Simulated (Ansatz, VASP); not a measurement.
# Two plane-wave programs on Hg

Contents of INCAR:

```
ALGO = Normal ; EDIFF = 1E-6
ENCUT = 520 ; GGA = PS
ISIF = 2 ; ISMEAR = -1
LASPH = True ; LCHARG = False
LREAL = False ; LWAVE = False
NBANDS = 12 ; NELM = 100
PREC = Accurate ; SIGMA = 0.1
```

KPOINTS

```
k-points
0
Gamma
  12 12 12
```

The input POSCAR:

```
Hg
1.0
    2.8232150627      0.0000000000      0.0000000000
    0.0000000000      2.8232150627      0.0000000000
    0.0000000000      0.0000000000      2.8232150627
Hg
1
Direct
    0.0000000000      0.0000000000      0.0000000000
```

Input for Ansatz:

```yaml
crystal:
  lattice:
    - [2.8232150627, 0.0, 0.0]
    - [0.0, 2.8232150627, 0.0]
    - [0.0, 0.0, 2.8232150627]
  atoms:
    - { symbol: Hg, position: [0.0, 0.0, 0.0] }
hamiltonian:
  xc: pbesol
  pseudopotentials:
    kind: paw
    azcp:
      Hg: "pseudopotentials/Hg.paw.azcp"
basis:
  ecutwfc: 420
  fft_grid_basis: typed
kpoints:
  mp_grid: { grid: [12, 12, 12], shift: [0, 0, 0] }
magnetization:
  spin_polarized: false
scf:
  occupations: { method: fermi_dirac, width: 0.1 }
  lower_state_search: "off"
output:
  stress: true
  write_density: true
  write_potential: true
  elf: true
  volumetric_format: npy
```

Alike in both runs: task single point; functional PBEsol; k mesh 12 × 12 × 12; occupations fermi-dirac, width 0.1 eV; no spin polarisation.

|  | VASP | Ansatz |
| --- | --- | --- |
| version | VASP 6.6.1 | Ansatz 0.2.0 |
| potentials or method | VASP PAW PBE potentials, release 64 (Hg), cutoff 520 eV | plane waves (420 eV) with PAW, scalar-relativistic |
| valence electrons in the cell | 12 | 20 |

Ansatz gave:

- pressure (GPa): 8.2

Question: Estimate VASP's values.

Answer: Pressure (GPa): 9.0.

VASP's potentials were made for PBE, not for PBEsol, and Ansatz warns of the same on its side. The functional is the same, so the differences come from potentials, cutoffs and numerics. VASP's potentials hold 12 valence electrons a cell and Ansatz's 20, so a difference there can come from the potentials and not from the codes.

Neither program's run includes spin-orbit coupling.
